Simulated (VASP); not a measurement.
# TiB2 (P6/mmm) in VASP: settings compared

The runs below take TiB2 through relaxation of cell and atoms, with RPBE+D3(BJ), RPBE+D4, revPBE+D3(BJ), revPBE+D4.

All numbers are computed with VASP 6.6.1; they aren't measurements. Logs are shortened: lines on timing, memory, paths and dates and some standing lists are left out, and cuts for length are marked.

### Step 1. The cell of the first run

The structure is hexagonal, space group P6/mmm (No. 191). The conventional cell has a = 3.029 Å, b = 3.029 Å, c = 3.228 Å, α = 90.00°, β = 90.00°, γ = 120.00°. Ti (site symmetry 6/mmm) has 12 B at 2.38 Å and 6 Ti at 3.03 Å within 3.1 Å. Within 2.4 Å of B (site symmetry -6m2) lie 3 B at 1.75 Å and 6 Ti at 2.38 Å.

### Step 2. Relaxation of cell and atoms, RPBE+D3(BJ)

Contents of INCAR:

```
  ALGO = Normal
  EDIFF = 1E-6
  EDIFFG = -0.01
  ENCUT = 600
  GGA = RP
  IBRION = 2
  ISIF = 3
  ISMEAR = -1
  IVDW = 12
  LASPH = T
  LCHARG = F
  LREAL = F
  LWAVE = F
  NELM = 80
  NSW = 60
  PREC = Accurate
  SIGMA = 0.05
```

Contents of KPOINTS:

```
k-points
0
Gamma
  10 10 8
```

Contents of POSCAR:

```
TiB2
1.0
    3.0292000000      0.0000000000      0.0000000000
   -1.5146000000      2.6233641531      0.0000000000
    0.0000000000      0.0000000000      3.2284000000
Ti B
1 2
Direct
    0.0000000000      0.0000000000      0.0000000000
    0.6666666667      0.3333333333      0.5000000000
    0.3333333333      0.6666666667      0.5000000000
```

Potentials or basis: VASP PAW PBE potentials, release 64 (Ti_sv, B).

Run with:

```bash
$ cat potpaw_PBE.64/Ti_sv/POTCAR potpaw_PBE.64/B/POTCAR > POTCAR
$ mpirun -np 1 vasp_std > vasp.out
```

OUTCAR:

```text
EDIFF = 1E-6
   EDIFFG = -0.01
   ENCUT = 600
   GGA = RP
   IBRION = 2
   ISIF = 3
   ISMEAR = -1
   IVDW = 12
   LASPH = T
   LREAL = F
   NELM = 80
   NSW = 60
   PREC = Accurate
 IVDW          = 12

 ion  position               nearest neighbor table
   1  0.000  0.000  0.000-   2 2.38   3 2.38   2 2.38   3 2.38   3 2.38   3 2.38   2 2.38   2 2.38
                             2 2.38   2 2.38   3 2.38   3 2.38
   2  0.667  0.333  0.500-   3 1.75   3 1.75   3 1.75   1 2.38   1 2.38   1 2.38   1 2.38   1 2.38
                             1 2.38
   3  0.333  0.667  0.500-   2 1.75   2 1.75   2 1.75   1 2.38   1 2.38   1 2.38   1 2.38   1 2.38
                             1 2.38

  LATTYP: Found a hexagonal cell.
 ALAT       =     3.0292000000
 C/A-ratio  =     1.0657599366

  Lattice vectors:

 A1 = (   3.0292000000,   0.0000000000,   0.0000000000)
 A2 = (  -1.5146000000,   2.6233641531,   0.0000000000)
 A3 = (   0.0000000000,   0.0000000000,   3.2284000000)

Analysis of symmetry for initial positions (statically):
=====================================================================
 Subroutine PRICEL returns:
 Original cell was already a primitive cell.

 Routine SETGRP: Setting up the symmetry group for a
 hexagonal supercell.

 Subroutine GETGRP returns: Found 24 space group operations
 (whereof 24 operations were pure point group operations)
 out of a pool of 24 trial point group operations.

The static configuration has the point symmetry D_6h.

Analysis of symmetry for dynamics (positions and initial velocities):
=====================================================================
 Subroutine PRICEL returns:
 Original cell was already a primitive cell.

 Routine SETGRP: Setting up the symmetry group for a
 hexagonal supercell.

 Subroutine GETGRP returns: Found 24 space group operations
 (whereof 24 operations were pure point group operations)
 out of a pool of 24 trial point group operations.

The dynamic configuration has the point symmetry D_6h.

 Subroutine INISYM returns: Found 24 space group operations
 (whereof 24 operations are pure point group operations),
 and found     1 'primitive' translations

----------------------------------------------------------------------------------------

                                     Primitive cell

  volume of cell :      25.6551

  direct lattice vectors                    reciprocal lattice vectors
     3.029200000  0.000000000  0.000000000     0.330120164  0.190594965  0.000000000
    -1.514600000  2.623364153  0.000000000     0.000000000  0.381189931  0.000000000
     0.000000000  0.000000000  3.228400000     0.000000000  0.000000000  0.309750960

  length of vectors
     3.029200000  3.029200000  3.228400000     0.381189931  0.381189931  0.309750960

  position of ions in fractional coordinates (direct lattice)
     0.000000000  0.000000000  0.000000000
     0.666666667  0.333333333  0.500000000
     0.333333333  0.666666667  0.500000000

  ion indices of the primitive-cell ions
   primitive index   ion index
                 1           1
                 2           2
                 3           3

----------------------------------------------------------------------------------------

 KPOINTS: k-points

Automatic generation of k-mesh.
 Grid dimensions read from file:
 generate k-points for:   10   10    8

 Generating k-lattice:

  Cartesian coordinates                     Fractional coordinates (reciprocal lattice)
     0.033012016  0.019059497  0.000000000     0.100000000  0.000000000  0.000000000
     0.000000000  0.038118993  0.000000000     0.000000000  0.100000000  0.000000000
     0.000000000  0.000000000  0.038718870     0.000000000  0.000000000  0.125000000

  Length of vectors
     0.038118993  0.038118993  0.038718870

  Shift w.r.t. Gamma in fractional coordinates (k-lattice)
     0.000000000  0.000000000  0.000000000

 Subroutine IBZKPT returns following result:
 ===========================================

 Found     70 irreducible k-points:

 Following reciprocal coordinates:
            Coordinates               Weight
  0.000000  0.000000  0.000000      1.000000
  0.100000 -0.000000  0.000000      6.000000
  0.200000 -0.000000  0.000000      6.000000
  0.300000 -0.000000  0.000000      6.000000
  0.400000 -0.000000  0.000000      6.000000
  0.500000 -0.000000  0.000000      3.000000
[... 16 lines left out ...]
  0.300000  0.100000  0.125000     24.000000
  0.400000  0.100000  0.125000     24.000000
 [... further k-points ...]
   k-points           NKPTS =     70   k-points in BZ     NKDIM =     70   number of bands    NBANDS=     13
   number of dos      NEDOS =    301   number of ions     NIONS =      3
   total plane-waves  NPLWV =  16128
   dimension x,y,z NGX =    24 NGY =   24 NGZ =   28
   dimension x,y,z NGXF=    48 NGYF=   48 NGZF=   56
   ions per type =               1   2
   NGX,Y,Z   is equivalent  to a cutoff of  13.17, 13.17, 14.42 a.u.
   NGXF,Y,Z  is equivalent  to a cutoff of  26.34, 26.34, 28.84 a.u.
 SYSTEM =  unknown system
   PREC   = accura    normal or accurate (medium, high low for compatibility)
   ISTART =      0    job   : 0-new  1-cont  2-samecut
   ICHARG =      2    charge: 1-file 2-atom 10-const
   ISPIN  =      1    spin polarized calculation?
   LNONCOLLINEAR =      F non collinear calculations
   LSORBIT =      F    spin-orbit coupling
   LASPH  =      T    aspherical Exc in radial PAW
   ENCUT  =  600.0 eV  44.10 Ry    6.64 a.u.   6.05  6.05  6.45*2*pi/ulx,y,z
   NELM   =     80;   NELMIN=  2; NELMDL= -5     # of ELM steps
   EDIFF  = 0.1E-05   stopping-criterion for ELM
   LREAL  =      F    real-space projection
   EDIFFG = -.1E-01   stopping-criterion for IOM
   NSW    =     60    number of steps for IOM
   IBRION =      2    ionic relax: 0-MD 1-quasi-New 2-CG
   NFREE  =      1    steps in history (QN), initial steepest desc. (CG)
   ISIF   =      3    stress and relaxation
   ISYM   =      2    0-nonsym 1-usesym 2-fastsym
   POTIM  = 0.5000    time-step for ionic-motion
   TEBEG  =    0.0;   TEEND  =   0.0 temperature during run
   PSTRESS=    0.0 pullay stress
   NELECT =      18.0000    total number of electrons
   NUPDOWN=      -1.0000    fix difference up-down
   EMIN   =  10.00;   EMAX   =-10.00  energy-range for DOS
   EFERMI =   0.00;   METHOD = LEGACY
   ISMEAR =    -1;   SIGMA  =   0.05  broadening in eV -4-tet -1-fermi 0-gaus
   EFERMI_NEDOS =   21; number of points for ismear=-14 and -15
   IALGO  =     38    algorithm
   IMIX   =      4    mixing-type and parameters
     AMIX     =   0.40;   BMIX     =  1.00
     AMIX_MAG =   1.60;   BMIX_MAG =  1.00
  volume/ion in A,a.u.               =       8.55        57.71
  Fermi-wavevector in a.u.,A,eV,Ry     =   1.454703  2.748990 28.792122  2.116161
  Thomas-Fermi vector in A             =   2.571823
   LORBIT       =      0    0 simple, 1 ext, 2 COOP (PROOUT), +10 PAW based schemes
   GGA     = RP    functional components
   LHFCALC =     F    Hartree Fock is set to
   AEXX    =    0.0000 exact exchange contribution
   IVDW    =    12    specifies the selected vdW correction
   LEPSILON=     F    determine dielectric tensor
   LRPA    =     F    only Hartree local field effects (RPA)
 conjugate gradient relaxation of ions
 non-spin polarized calculation
  energy-cutoff  :      600.00
  volume of cell :       25.66
 maximum number of plane-waves:       878
   NGX = 13   NGY = 13   NGZ = 13

--------------------------------------- Ionic step        1  -------------------------------------------

 number of electron      18.0000002 magnetization

 Free energy of the ion-electron system (eV)
  ---------------------------------------------------
  ext. energy  EPLUGINS =         0.00000000
  ---------------------------------------------------
  free energy    TOTEN  =       -23.31911442 eV

  energy without entropy =      -23.31273410  energy(sigma->0) =      -23.31592426

------------------------ aborting loop because EDIFF is reached ----------------------------------------

 Edisp (eV)   -6.00071

 E8    (eV) :    -3.7601

  FORCE on cell =-STRESS in cart. coord.  units (eV):
  Direction    XX          YY          ZZ          XY          YZ          ZX
  --------------------------------------------------------------------------------------
  -------------------------------------------------------------------------------------
  Total      -5.52052    -5.52052    -5.45855     0.00000     0.00000     0.00000
  in kB    -344.75970  -344.75970  -340.88994     0.00000     0.00000     0.00000
  external pressure =     -343.47 kB  Pullay stress =        0.00 kB
[... 309 lines left out ...]
  energy  without entropy=      -29.6972639375  energy(sigma->0) =      -29.70075105

--------------------------------------- Ionic step        9  -------------------------------------------

 number of electron      17.9999998 magnetization

 Free energy of the ion-electron system (eV)
  ---------------------------------------------------
  ext. energy  EPLUGINS =         0.00000000
  ---------------------------------------------------
  free energy    TOTEN  =       -22.81498010 eV

  energy without entropy =      -22.80801650  energy(sigma->0) =      -22.81149830

 E-fermi :  11.5645     XC(G=0): -13.3754

 val. band max:       11.5535667479   @ k =   0.3000   0.2000   0.0000
 cond. band min:      11.5877958828   @ k =   0.4000   0.2000   0.0000
 fundamental gap:      0.0342291349
 Fermi energy:        11.5644615099

 k-point     1 :       0.0000    0.0000    0.0000
  band No.  band energies     occupation
      1     -45.0827      2.00000
      2     -21.3743      2.00000
      3     -20.9967      2.00000
      4     -20.9967      2.00000
      5      -2.6333      2.00000
      6       8.6292      2.00000
      7       8.6292      2.00000
      8       9.2252      2.00000
      9       9.4947      2.00000
     10      13.9751      0.00000
     11      13.9751      0.00000
     12      16.1117      0.00000
     13      16.1117      0.00000
[... 353 lines left out ...]
 k-point    24 :       0.4000    0.1000    0.1250
  band No.  band energies     occupation
      1     -44.9873      2.00000
      2     -21.5790      2.00000
      3     -21.3111      2.00000
      4     -21.1670      2.00000
      5       1.3094      2.00000
      6       2.7780      2.00000
      7       6.8824      2.00000
      8       8.2723      2.00000
      9       9.6714      2.00000
     10      13.0681      0.00000
     11      14.6725      0.00000
     12      15.0661      0.00000
     13      16.8063      0.00000

 [... further k-points ...]

------------------------ aborting loop because EDIFF is reached ----------------------------------------

 Edisp (eV)   -6.88940

 E8    (eV) :    -4.3144

  FORCE on cell =-STRESS in cart. coord.  units (eV):
  Direction    XX          YY          ZZ          XY          YZ          ZX
  --------------------------------------------------------------------------------------
  -------------------------------------------------------------------------------------
  Total       0.00214     0.00214     0.00321     0.00000    -0.00000     0.00000
  in kB       0.15268     0.15268     0.22949     0.00000    -0.00000     0.00000
  external pressure =        0.18 kB  Pullay stress =        0.00 kB
[... 18 lines left out ...]
  FREE ENERGIE OF THE ION-ELECTRON SYSTEM (eV)
  ---------------------------------------------------
  free  energy   TOTEN  =       -29.7043829887 eV

  energy  without entropy=      -29.6974193910  energy(sigma->0) =      -29.70090119

 reached required accuracy - stopping structural energy minimisation
```

It took 90 s on 1 thread of AMD EPYC 9R45 (Zen 5), shared host; peak memory 0.15 GiB.

Results:

| Quantity | Value |
| --- | --- |
| Free energy | -29.7044 eV |
| Relaxed volume | 7.48 Å³/atom |
| Relaxed cell | a = 2.912 Å, b = 2.912 Å, c = 3.054 Å, α = 90.00°, β = 90.00°, γ = 120.00° |
| Space group after relaxing (to 0.1 Å) | P6/mmm (No. 191) |
| Energy gained by relaxing | 128.2 meV/atom |
| Ionic steps | 9 |
| Pressure after relaxing | 0.0 GPa |
| Band gap on the k mesh | zero (bands 9 and 10 overlap by 0.95 eV) |
| Dispersion energy per atom | -2.296 eV |

Step by step:
| step | energy change (eV) | largest force (eV/Å) | pressure (GPa) | volume (Å³) |
| --- | --- | --- | --- | --- |
| 1 | 0.0000 | 0.0000 | -34.35 | 25.66 |
| 2 | 0.1563 | 0.0000 | 62.85 | 19.43 |
| 3 | -0.3775 | 0.0000 | -1.17 | 22.57 |
| 4 | -0.3778 | 0.0000 | -0.34 | 22.50 |
| 5 | -0.3778 | 0.0000 | 0.52 | 22.44 |
| 6 | -0.3844 | 0.0000 | 0.73 | 22.37 |
| 7 | -0.3844 | 0.0000 | 0.78 | 22.38 |
| 8 | -0.3844 | 0.0000 | -0.80 | 22.48 |
| 9 | -0.3846 | 0.0000 | 0.02 | 22.43 |

Final structure:
```xyz
3
Lattice="2.9121 0.0000 0.0000 -1.4560 2.5219 0.0000 0.0000 0.0000 3.0536" Properties=species:S:1:pos:R:3 pbc="T T T"
Ti    0.0000    0.0000    0.0000
B     1.4560    0.8406    1.5268
B     0.0000    1.6813    1.5268
```

Caveat: the dispersion term is far too large for a dense solid, which distorts pressure and volume; the PAW data sets were made with another functional, which shifts forces and pressure a little.

(Continued in part 2 of 2.)

The gap in the log of VASP goes by the Fermi energy; the results here count the filled bands.